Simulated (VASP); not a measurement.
Input of a VASP 6.6.1 run:

Contents of INCAR:

```
SYSTEM = SiO2
ALGO     = Normal         ! electronic algorithm
EDIFF    = 1E-6           ! SCF threshold, eV
ENCUT    = 520            ! plane-wave cutoff, eV
GGA      = PE             ! functional
ISIF     = 2              ! what is computed and relaxed
ISMEAR   = -1             ! smearing method
LASPH    = .True.         ! aspherical terms in the spheres
LCHARG   = .True.         ! write CHGCAR
LELF     = .True.         ! ELF
LREAL    = .False.        ! projectors in reciprocal space
LVHAR    = .True.       
LWAVE    = .False.        ! write WAVECAR
NBANDS   = 15             ! bands
NELM     = 60             ! most SCF steps
PREC     = Accurate       ! precision mode
SIGMA    = 0.02           ! smearing width, eV
```

Contents of KPOINTS:

```
k-points
0
Gamma
  10 10 10
  0 0 0
```

File POSCAR:

```
SiO2
1.0
    0.0000000000      2.2641691115      2.2641691115
    2.2057535484      0.0000000000      2.2641691115
    2.2057535484      2.2641691115      0.0000000000
Si O
1 2
Direct
    0.0000000000      0.0000000000      0.0000000000
    0.2500000000      0.2500000000      0.2500000000
    0.7500000000      0.7500000000      0.7500000000
```

Potentials or basis: VASP PAW PBE potentials, release 64 (Si, O).

Launch:

```bash
$ cat potpaw_PBE.64/Si/POTCAR potpaw_PBE.64/O/POTCAR > POTCAR
$ mpirun -np 1 vasp_std > vasp.out
```

Task: What does it give for the pressure?

Result: 19.1 GPa.

Task: What does it give for the band gap on the k mesh?

Result: 1.51 eV, direct.

Stress tensor (GPa, compression positive):
```
39.03  0.00  0.00
 0.00  9.21  0.00
 0.00  0.00  9.21
```

Caveat: the cell differs from its parent crystal (uniaxial x strain -2.6%). A k mesh can miss the band edges.
